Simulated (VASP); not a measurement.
Write the native input for VASP 6.6.1 that does the following.

| Item | Value |
| --- | --- |
| Task | relaxation of cell and atoms |
| Functional | PBE |
| Potentials or basis | VASP PAW PBE potentials, release 64 (In_d) |
| Cutoff | 600 eV |
| k mesh | 17 × 17 × 17 |
| Occupations | fermi-dirac, width 0.05 eV |
| Spin | no spin polarisation |
| Target pressure | 66 GPa |
| Dipole correction | no |
| Further INCAR settings | ALGO = Normal; EDIFF = 1e-07; IBRION = 2; EDIFFG = -0.005; NSW = 32; ISIF = 3 |

The structure of In lies in POSCAR:

```
In
1.0
   -1.6097806040      1.6097806040      1.6097806040
    1.6097806040     -1.6097806040      1.6097806040
    1.6097806040      1.6097806040     -1.6097806040
In
1
Direct
    0.0000000000      0.0000000000      0.0000000000
```

The input as run:

INCAR

```
SYSTEM = In
PREC     = Accurate       ! precision mode
ENCUT    = 600            ! plane-wave cutoff, eV
EDIFF    = 1E-7           ! SCF threshold, eV
ISMEAR   = -1             ! smearing method
SIGMA    = 0.05           ! smearing width, eV
LREAL    = .FALSE.        ! projectors in reciprocal space
LASPH    = .TRUE.         ! aspherical terms in the spheres
NELM     = 60             ! most SCF steps
ALGO     = Normal         ! electronic algorithm
ISIF     = 3              ! what is computed and relaxed
LWAVE    = .FALSE.        ! write WAVECAR
LCHARG   = .FALSE.        ! write CHGCAR
GGA      = PE             ! functional
IBRION   = 2              ! ionic algorithm
NSW      = 32             ! ionic steps
EDIFFG   = -0.005         ! ionic threshold
PSTRESS  = 660.0
```

KPOINTS

```
Automatic mesh
0
G
  17 17 17
  0 0 0
```

Potentials or basis: VASP PAW PBE potentials, release 64 (In_d).

Command:

```console
$ cat potpaw_PBE.64/In_d/POTCAR > POTCAR
$ mpirun -np 1 vasp_std > vasp.out
```

Results of the run:

```
Relaxed volume                                         : 16.69 Å³/atom
Relaxed cell                                           : a = 2.789 Å, b = 2.789 Å, c = 2.789 Å, α = 109.47°, β = 109.47°, γ = 109.47°
Space group after relaxing (to 0.05 Å)                 : Im-3m (No. 229)
Energy change on relaxing (the enthalpy is what falls) : -3.4 meV/atom
Ionic steps                                            : 3
Pressure after relaxing                                : 66.0 GPa
```

Caveat: the cell is relaxed towards a set pressure, so the enthalpy falls and the energy may rise.

It took 22 s on 1 thread of Intel(R) Xeon(R) 6975P-C (Granite Rapids), on a shared host, peak memory 0.17 GiB.
